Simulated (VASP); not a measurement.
The system is CdSe.

```
Cd Se
1.0
     0.00000    3.07027    3.07027
     3.07027    0.00000    3.07027
     3.07027    3.07027    0.00000
Cd Se
1 1
Direct
  0.00000 0.00000 0.00000
  0.75000 0.75000 0.75000
```

| Property | Result |
| --- | --- |
| Program | VASP 6.6.1 |
| Task | relaxation of cell and atoms |
| Functional | PBE |
| Potentials or basis | VASP PAW PBE potentials, release 64 (Cd, Se) |
| Cutoff | 600 eV |
| k mesh | 10 × 10 × 10 |
| Occupations | gaussian, width 0.02 eV |
| Spin | no spin polarisation |

At the start: pressure 1.5 GPa; volume 28.94 Å³/atom.

Problem. Where does the relaxation end?

Solution. Over 3 steps the energy falls by 4.3 meV/atom and the volume is 29.87 Å³/atom (+3.2 %); space group F-43m (No. 216, to 0.05 Å).

Step by step:
```csv
step,energy change (eV),largest force (eV/Å),pressure (GPa),volume (Å³)
1,0.0000,0.0000,1.52,57.88
2,-0.0080,0.0000,-0.35,60.22
3,-0.0086,0.0000,0.01,59.74
```

Final structure:
```
Cd Se
1.0
     0.00000    3.10272    3.10272
     3.10272    0.00000    3.10272
     3.10272    3.10272    0.00000
Cd Se
1 1
Direct
  0.00000 0.00000 0.00000
  0.75000 0.75000 0.75000
```
